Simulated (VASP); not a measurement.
# SnSe (Fm-3m) in VASP: a series of runs

SnSe is run at these levels: PBEsol; tasks: electric field gradients.

Program: VASP 6.6.1. These are calculated values, not measurements. Logs are shortened: lines on timing, memory, paths and dates and some standing lists are left out, and cuts for length are marked.

### Step 1. The cell of the first run

Symmetry: Fm-3m, No. 225, cubic system. The conventional cell has a = 5.346 Å, b = 5.346 Å, c = 5.346 Å, α = 90.00°, β = 90.00°, γ = 90.00°. Within 3.5 Å of Sn (site symmetry m-3m) lie 6 Se at 2.67 Å. Within 3.5 Å of Se (site symmetry m-3m) lie 6 Sn at 2.67 Å.

### Step 2. Electric field gradients, PBEsol (volume scaled by 0.7)

Input file INCAR:

```
PREC     = Accurate       # precision mode
ENCUT    = 520            # plane-wave cutoff, eV
EDIFF    = 1E-8           # SCF threshold, eV
ISMEAR   = -1             # smearing method
SIGMA    = 0.05           # smearing width, eV
LREAL    = F              # projectors in reciprocal space
LASPH    = T              # aspherical terms in the spheres
NELM     = 80             # most SCF steps
ALGO     = Normal         # electronic algorithm
ISIF     = 2              # what is computed and relaxed
LWAVE    = F              # write WAVECAR
LCHARG   = F              # write CHGCAR
GGA      = PS             # functional
LEFG     = T            
NBANDS   = 17             # bands
```

Input file KPOINTS:

```
regular mesh
0
Gamma
  10 10 10
```

Input file POSCAR:

```
SnSe
1.0
    0.0000000000      2.6729761406      2.6729761406
    2.6729761406      0.0000000000      2.6729761406
    2.6729761406      2.6729761406      0.0000000000
Sn Se
1 1
Direct
    0.0000000000      0.0000000000      0.0000000000
    0.5000000000      0.5000000000      0.5000000000
```

Potentials or basis: VASP PAW PBE potentials, release 64 (Sn_d, Se).

Command:

```console
$ cat potpaw_PBE.64/Sn_d/POTCAR potpaw_PBE.64/Se/POTCAR > POTCAR
$ mpirun -np 1 vasp_std > vasp.out
```

OUTCAR:

```text
PREC = Accurate
   ENCUT = 520
   EDIFF = 1E-8
   ISMEAR = -1
   LREAL = F
   LASPH = T
   NELM = 80
   ISIF = 2
   GGA = PS

 ion  position               nearest neighbor table
   1  0.000  0.000  0.000-   2 2.67   2 2.67   2 2.67   2 2.67   2 2.67   2 2.67
   2  0.500  0.500  0.500-   1 2.67   1 2.67   1 2.67   1 2.67   1 2.67   1 2.67

  LATTYP: Found a face centered cubic cell.
 ALAT       =     5.3459522812

  Lattice vectors:

 A1 = (   0.0000000000,   2.6729761406,   2.6729761406)
 A2 = (   2.6729761406,   0.0000000000,   2.6729761406)
 A3 = (   2.6729761406,   2.6729761406,   0.0000000000)

Analysis of symmetry for initial positions (statically):
=====================================================================
 Subroutine PRICEL returns:
 Original cell was already a primitive cell.

 Routine SETGRP: Setting up the symmetry group for a
 face centered cubic supercell.

 Subroutine GETGRP returns: Found 48 space group operations
 (whereof 48 operations were pure point group operations)
 out of a pool of 48 trial point group operations.

The static configuration has the point symmetry O_h .

Analysis of symmetry for dynamics (positions and initial velocities):
=====================================================================
 Subroutine PRICEL returns:
 Original cell was already a primitive cell.

 Routine SETGRP: Setting up the symmetry group for a
 face centered cubic supercell.

 Subroutine GETGRP returns: Found 48 space group operations
 (whereof 48 operations were pure point group operations)
 out of a pool of 48 trial point group operations.

The dynamic configuration has the point symmetry O_h .

 Subroutine INISYM returns: Found 48 space group operations
 (whereof 48 operations are pure point group operations),
 and found     1 'primitive' translations

----------------------------------------------------------------------------------------

                                     Primitive cell

  volume of cell :      38.1958

  direct lattice vectors                    reciprocal lattice vectors
     0.000000000  2.672976141  2.672976141    -0.187057412  0.187057412  0.187057412
     2.672976141  0.000000000  2.672976141     0.187057412 -0.187057412  0.187057412
     2.672976141  2.672976141  0.000000000     0.187057412  0.187057412 -0.187057412

  length of vectors
     3.780159110  3.780159110  3.780159110     0.323992942  0.323992942  0.323992942

  position of ions in fractional coordinates (direct lattice)
     0.000000000  0.000000000  0.000000000
     0.500000000  0.500000000  0.500000000

  ion indices of the primitive-cell ions
   primitive index   ion index
                 1           1
                 2           2

----------------------------------------------------------------------------------------

 KPOINTS: regular mesh

Automatic generation of k-mesh.
 Grid dimensions read from file:
 generate k-points for:   10   10   10

 Generating k-lattice:

  Cartesian coordinates                     Fractional coordinates (reciprocal lattice)
    -0.018705741  0.018705741  0.018705741     0.100000000  0.000000000  0.000000000
     0.018705741 -0.018705741  0.018705741     0.000000000  0.100000000  0.000000000
     0.018705741  0.018705741 -0.018705741     0.000000000  0.000000000  0.100000000

  Length of vectors
     0.032399294  0.032399294  0.032399294

  Shift w.r.t. Gamma in fractional coordinates (k-lattice)
     0.000000000  0.000000000  0.000000000

 Subroutine IBZKPT returns following result:
 ===========================================

 Found     47 irreducible k-points:

 Following reciprocal coordinates:
            Coordinates               Weight
  0.000000  0.000000  0.000000      1.000000
  0.100000  0.000000  0.000000      8.000000
  0.200000  0.000000  0.000000      8.000000
  0.300000  0.000000  0.000000      8.000000
  0.400000  0.000000  0.000000      8.000000
  0.500000  0.000000  0.000000      4.000000
[... 16 lines left out ...]
  0.300000  0.300000  0.000000      6.000000
  0.400000  0.300000  0.000000     24.000000
 [... further k-points ...]
   k-points           NKPTS =     47   k-points in BZ     NKDIM =     47   number of bands    NBANDS=     17
   number of dos      NEDOS =    301   number of ions     NIONS =      2
   total plane-waves  NPLWV =  21952
   dimension x,y,z NGX =    28 NGY =   28 NGZ =   28
   dimension x,y,z NGXF=    56 NGYF=   56 NGZF=   56
   ions per type =               1   1
   NGX,Y,Z   is equivalent  to a cutoff of  12.31, 12.31, 12.31 a.u.
   NGXF,Y,Z  is equivalent  to a cutoff of  24.63, 24.63, 24.63 a.u.
 SYSTEM =  unknown system
   PREC   = accura    normal or accurate (medium, high low for compatibility)
   ISTART =      0    job   : 0-new  1-cont  2-samecut
   ICHARG =      2    charge: 1-file 2-atom 10-const
   ISPIN  =      1    spin polarized calculation?
   LNONCOLLINEAR =      F non collinear calculations
   LSORBIT =      F    spin-orbit coupling
   LASPH  =      T    aspherical Exc in radial PAW
   ENCUT  =  520.0 eV  38.22 Ry    6.18 a.u.   7.03  7.03  7.03*2*pi/ulx,y,z
   NELM   =     80;   NELMIN=  2; NELMDL= -5     # of ELM steps
   EDIFF  = 0.1E-07   stopping-criterion for ELM
   LREAL  =      F    real-space projection
   EDIFFG = 0.1E-06   stopping-criterion for IOM
   NSW    =      0    number of steps for IOM
   IBRION =     -1    ionic relax: 0-MD 1-quasi-New 2-CG
   NFREE  =      0    steps in history (QN), initial steepest desc. (CG)
   ISIF   =      2    stress and relaxation
   ISYM   =      2    0-nonsym 1-usesym 2-fastsym
   POTIM  = 0.5000    time-step for ionic-motion
   TEBEG  =    0.0;   TEEND  =   0.0 temperature during run
   PSTRESS=    0.0 pullay stress
   NELECT =      20.0000    total number of electrons
   NUPDOWN=      -1.0000    fix difference up-down
   EMIN   =  10.00;   EMAX   =-10.00  energy-range for DOS
   EFERMI =   0.00;   METHOD = LEGACY
   ISMEAR =    -1;   SIGMA  =   0.05  broadening in eV -4-tet -1-fermi 0-gaus
   EFERMI_NEDOS =   21; number of points for ismear=-14 and -15
   IALGO  =     38    algorithm
   IMIX   =      4    mixing-type and parameters
     AMIX     =   0.40;   BMIX     =  1.00
     AMIX_MAG =   1.60;   BMIX_MAG =  1.00
  volume/ion in A,a.u.               =      19.10       128.88
  Fermi-wavevector in a.u.,A,eV,Ry     =   1.319511  2.493515 23.689237  1.741110
  Thomas-Fermi vector in A             =   2.449404
   LORBIT       =      0    0 simple, 1 ext, 2 COOP (PROOUT), +10 PAW based schemes
   GGA     = PS    functional components
   LHFCALC =     F    Hartree Fock is set to
   AEXX    =    0.0000 exact exchange contribution
   IVDW    =     0    specifies the selected vdW correction
   LEPSILON=     F    determine dielectric tensor
   LRPA    =     F    only Hartree local field effects (RPA)
 non-spin polarized calculation
  energy-cutoff  :      520.00
  volume of cell :       38.20
 maximum number of plane-waves:      1056
   NGX = 13   NGY = 13   NGZ = 13

 number of electron      19.9999991 magnetization

 Free energy of the ion-electron system (eV)
  ---------------------------------------------------
  ext. energy  EPLUGINS =         0.00000000
  ---------------------------------------------------
  free energy    TOTEN  =        -7.76349564 eV

  energy without entropy =       -7.76043062  energy(sigma->0) =       -7.76196313

 E-fermi :  10.6921     XC(G=0): -11.4764

 val. band max:       10.6630868216   @ k =  -0.2000   0.2000   0.0000
 cond. band min:      10.7645052534   @ k =  -0.4000   0.2000   0.1000
 fundamental gap:      0.1014184318
 Fermi energy:        10.6921436406

 k-point     1 :       0.0000    0.0000    0.0000
  band No.  band energies     occupation
      1     -11.6296      2.00000
      2     -11.6296      2.00000
      3     -11.6046      2.00000
      4     -11.6046      2.00000
      5     -11.6046      2.00000
      6      -6.7926      2.00000
[... 9 lines left out ...]
     16      15.8388      0.00000
     17      17.4233      0.00000

 k-point     2 :       0.1000    0.0000    0.0000
  band No.  band energies     occupation
      1     -11.6327      2.00000
      2     -11.6327      2.00000
      3     -11.6043      2.00000
      4     -11.6006      2.00000
      5     -11.6006      2.00000
      6      -6.6674      2.00000
[... 9 lines left out ...]
     16      15.9735      0.00000
     17      18.6702      0.00000
[... 421 lines left out ...]
 k-point    24 :       0.4000    0.3000    0.0000
  band No.  band energies     occupation
      1     -11.7597      2.00000
      2     -11.6267      2.00000
      3     -11.6105      2.00000
      4     -11.5486      2.00000
      5     -11.5450      2.00000
      6      -4.8165      2.00000
[... 9 lines left out ...]
     16      22.1331      0.00000
     17      22.7528      0.00000

 [... further k-points ...]
[... 5 lines left out ...]
  --------------------------------------------------------------------------------------
  -------------------------------------------------------------------------------------
  Total        8.4987811      8.4987811      8.4987811     -0.0000000     -0.0000000      0.0000000
  in kB      356.4938027    356.4938027    356.4938027     -0.0000000     -0.0000000      0.0000000
  external PRESSURE =     356.4938027 kB  Pullay stress =       0.0000000 kB

 VOLUME and BASIS-vectors are now :
 -----------------------------------------------------------------------------
  energy-cutoff  :      520.00
  volume of cell :       38.20
      direct lattice vectors                 reciprocal lattice vectors
     0.000000000  2.672976141  2.672976141    -0.187057412  0.187057412  0.187057412
     2.672976141  0.000000000  2.672976141     0.187057412 -0.187057412  0.187057412
     2.672976141  2.672976141  0.000000000     0.187057412  0.187057412 -0.187057412

 POSITION                                       TOTAL-FORCE (eV/Angst)
 -----------------------------------------------------------------------------------
      0.00000      0.00000      0.00000        -0.000000     -0.000000      0.000000
      2.67298      2.67298      2.67298         0.000000      0.000000     -0.000000
 -----------------------------------------------------------------------------------
    total drift:                               -0.000000      0.000000      0.000000

  FREE ENERGIE OF THE ION-ELECTRON SYSTEM (eV)
  ---------------------------------------------------
  free  energy   TOTEN  =        -7.7634956420 eV

  energy  without entropy=       -7.7604306161  energy(sigma->0) =       -7.76196313

 Electric field gradients (V/A^2)
---------------------------------------------------------------------
 ion       V_xx      V_yy      V_zz      V_xy      V_xz      V_yz
---------------------------------------------------------------------
   1       0.000     0.000    -0.000    -0.000    -0.000    -0.000
   2       0.000    -0.000     0.000     0.000     0.000     0.000
---------------------------------------------------------------------

 Electric field gradients after diagonalization (V/A^2)
 (convention: |V_zz| > |V_xx| > |V_yy|)
----------------------------------------------------------------------
 ion       V_xx      V_yy      V_zz     asymmetry (V_yy - V_xx)/ V_zz
----------------------------------------------------------------------
   1       0.000     0.000    -0.001       0.000
   2      -0.000    -0.000     0.000       0.000
----------------------------------------------------------------------

           NMR quadrupolar parameters

 Cq : quadrupolar parameter    Cq=e*Q*V_zz/h
 eta: asymmetry parameters     (V_yy - V_xx)/ V_zz
 Q  : nuclear electric quadrupole moment in mb (millibarn)
----------------------------------------------------------------------
 ion       Cq(MHz)       eta       Q (mb)
----------------------------------------------------------------------
   1      -0.000       0.000       1.000
   2       0.000       0.000       1.000
----------------------------------------------------------------------
```

Wall time 45 s (1 thread of AMD EPYC 7R13, shared host); peak memory 0.15 GiB.

What came out:

```yaml
Free_energy: -7.7635 eV
Pressure: 35.6 GPa
Band_gap_on_the_k_mesh: 0.10 eV, indirect (least direct gap 0.49 eV)
```

Caveat: without QUAD_EFG the Cq values of the log hold for a quadrupole moment of 1 mb, not for the nuclei; the PAW data sets were made with another functional, which shifts forces and pressure a little; spin-orbit coupling is left out, which moves the levels of the heavy elements. A k mesh can miss the band edges.

[end of part 1 of 3]
